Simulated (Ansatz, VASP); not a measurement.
Sn in VASP and in Ansatz

```
CELL_PARAMETERS angstrom
0.00000 3.32797 3.32797
3.32797 0.00000 3.32797
3.32797 3.32797 0.00000
ATOMIC_POSITIONS crystal
Sn 0.87500 0.87500 0.87500
Sn 0.12500 0.12500 0.12500
```

Alike in both runs: functional PBE; k mesh 9 × 9 × 9; occupations fermi-dirac, width 0.02 eV; no spin polarisation.

Ansatz relaxed the structure, and its values are those at the end. VASP's run is a single point on that final structure, the one shown.

|  | VASP | Ansatz |
| --- | --- | --- |
| version | VASP 6.6.1 | Ansatz 0.2.0 |
| potentials or method | VASP PAW PBE potentials, release 64 (Sn_d) | PAW with Ansatz's default frozen-core files, scalar-relativistic |
| plane-wave cutoff (eV) | 520 | 420 |
| valence electrons in the cell | 28 | 28 |

```csv
,VASP,Ansatz,Ansatz less VASP
pressure (GPa),0.0,0.0,+0.05
```

With one functional, cell and mesh, what is left measures potentials, basis and numerics.
